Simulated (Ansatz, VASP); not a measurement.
## Ti: VASP beside Ansatz

Contents of INCAR:

```
SYSTEM = Ti
PREC = Accurate
ENCUT = 520
EDIFF = 1E-7
ISMEAR = 0
SIGMA = 0.15
LREAL = .FALSE.
LASPH = .TRUE.
NELM = 100
ALGO = Fast
ISIF = 2
LWAVE = .FALSE.
LCHARG = .FALSE.
GGA = PS
NBANDS = 19
```

The input KPOINTS:

```
regular mesh
0
G
  18 18 10
  0 0 0
```

POSCAR

```
Ti
1.0
    3.1269977320      0.0000000000      0.0000000000
   -1.5634988660      2.7080594735      0.0000000000
    0.0000000000      0.0000000000      4.6860000000
Ti
2
Direct
    0.3333333333      0.6666666667      0.2500000000
    0.6666666667      0.3333333333      0.7500000000
```

Input for Ansatz:

```yaml
crystal:
  lattice:
    - [3.126997732, 0.0, 0.0]
    - [-1.563498866, 2.7080594735, 0.0]
    - [0.0, 0.0, 4.686]
  atoms:
    - { symbol: Ti, position: [0.3333333333, 0.6666666667, 0.25] }
    - { symbol: Ti, position: [0.6666666667, 0.3333333333, 0.75] }
basis:
  ecutwfc: 420
kpoints:
  mp_grid: { grid: [18, 18, 10] }
hamiltonian:
  xc: pbesol
scf:
  occupations: { method: gaussian, width: 0.15 }
output:
  forces: true
  stress: true
  eigenvalues: true
```

Change from the starting cell: strain +0.0600 x Voigt [1, 1, 0, 0, 0, 0], atoms carried along.

Alike in both runs: task single point; functional PBEsol; k mesh 18 × 18 × 10; occupations gaussian, width 0.15 eV; no spin polarisation.

|  | VASP | Ansatz |
| --- | --- | --- |
| version | VASP 6.6.1 | Ansatz 0.2.0 |
| potentials or method | VASP PAW PBE potentials, release 64 (Ti_sv), cutoff 520 eV | scalar-relativistic, plane waves, PAW |
| valence electrons in the cell | 24 | 24 |

VASP gave:

| Quantity | Value |
| --- | --- |
| gap on the k mesh at the Fermi level (eV) | none |
| pressure (GPa) | -14.9 |
| traceless stress, the component that is largest in VASP (GPa) | 2.67 |

**Question.** Estimate Ansatz's values.

**Answer.** gap on the k mesh at the Fermi level (eV): none; pressure (GPa): -14.8; traceless stress, the component that is largest in VASP (GPa): 2.68.

VASP's potentials were made for PBE, not for PBEsol. A gap of «none» marks a metal or a gap that the smearing closes. The functional is the same, so the differences come from potentials, cutoffs and numerics.
